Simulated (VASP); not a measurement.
LiSb2Rh:

```
CELL_PARAMETERS angstrom
3.85108 0.00000 0.00000
-1.92554 3.33514 0.00000
-1.92554 1.11171 6.07842
ATOMIC_POSITIONS crystal
Rh 0.00000 0.00000 0.00000
Li 0.50000 0.50000 0.50000
Sb 0.25000 0.75000 0.75000
Sb 0.75000 0.25000 0.25000
```

| Item | Value |
| --- | --- |
| Program | VASP 6.6.1 |
| Task | relaxation of cell and atoms |
| Functional | PBE |
| Potentials or basis | VASP PAW PBE potentials, release 64 (Rh_pv, Li_sv, Sb) |
| Cutoff | 600 eV |
| k mesh | 7 × 7 × 7 |
| Occupations | fermi-dirac, width 0.1 eV |
| Spin | no spin polarisation |

At the start: pressure 3.7 GPa; volume 19.52 Å³/atom.

Q: How do energy, volume and symmetry change on relaxing?

A: Over 44 steps the energy falls by 125.7 meV/atom and the volume is 21.25 Å³/atom (+8.9 %); space group R-3m (No. 166, to 0.1 Å) before and after.

Step by step:
```tsv
step	energy change (eV)	largest force (eV/Å)	pressure (GPa)	volume (Å³)
1	0.0000	1.1186	3.71	78.07
3	-0.2106	1.0991	-3.17	87.51
5	-0.4025	0.0561	1.33	87.13
7	-0.4168	0.0066	0.59	89.20
9	-0.4197	0.0070	-0.01	90.67
11	-0.4200	0.0032	0.01	90.67
13	-0.4220	0.0115	0.08	90.66
15	-0.4459	0.0266	0.22	90.33
17	-0.4781	0.1871	0.15	89.73
19	-0.4792	0.2431	0.15	89.57
21	-0.4793	0.2509	0.08	89.59
23	-0.4798	0.2430	0.04	89.60
25	-0.4815	0.2074	-0.13	89.64
27	-0.4854	0.0696	-0.79	89.82
29	-0.4895	0.0663	-0.49	89.12
31	-0.4916	0.0521	1.02	86.00
33	-0.4954	0.0162	0.20	87.16
35	-0.4971	0.0550	-0.04	86.78
37	-0.5015	0.0058	0.13	85.76
39	-0.5022	0.0535	0.30	84.95
41	-0.5025	0.0222	-0.02	85.13
43	-0.5026	0.0151	-0.02	85.09
44	-0.5026	0.0042	-0.02	85.01
```

Final structure:
```
Rh Li Sb
1.0
     4.32438    0.00000    0.00000
    -2.16219    3.74503    0.00000
    -2.16219    1.24834    5.24933
Rh Li Sb
1 1 2
Direct
  0.00000 0.00000 0.00000
  0.50000 0.50000 0.50000
  0.26633 0.73367 0.79899
  0.73367 0.26633 0.20101
```

Caveat: the cutoff is under 1.25 times the usual one of these potentials, so pressure, stress and relaxed cells hold a basis-set (Pulay) error.
